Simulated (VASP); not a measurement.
Input of a VASP 6.6.1 run:

File INCAR:

```
PREC = Accurate ; ENCUT = 520
EDIFF = 1E-6 ; ISMEAR = 0
SIGMA = 0.02 ; LREAL = F
LASPH = T ; NELM = 80
ALGO = Normal ; ISIF = 2
LWAVE = F ; LCHARG = F
GGA = PS ; NBANDS = 10
```

Contents of KPOINTS:

```
regular mesh
0
Gamma
  8 8 4
```

The input POSCAR:

```
H
1.0
    1.5073680768     -2.7558636708      0.0000000000
    1.5073680768      2.7558636708      0.0000000000
    0.0000000000      0.0000000000      6.3130741055
H
4
Direct
    0.5546204706      0.4453795294      0.9786775911
    0.4453795294      0.5546204706      0.0213224089
    0.4453795294      0.5546204706      0.4786775911
    0.5546204706      0.4453795294      0.5213224089
```

Potentials or basis: VASP PAW PBE potentials, release 64 (H).

Run with:

```sh
$ cat potpaw_PBE.64/H/POTCAR > POTCAR
$ mpirun -np 1 vasp_std > vasp.out
```

**Question.** What does it give for the pressure?

**Answer.** 6.2 GPa.

**Question.** What does it give for the largest force?

**Answer.** 4.615 eV/Å.

**Question.** Estimate the band gap on the k mesh.

**Answer.** 9.06 eV, indirect (least direct gap 9.20 eV).

Stress tensor (GPa, compression positive):
```
 0.15  0.00  0.00
 0.00 15.38  0.00
 0.00  0.00  3.08
```

Caveat: the cell differs from its parent crystal (strained); the PAW data sets were made with another functional, which shifts forces and pressure a little. A k mesh can miss the band edges.
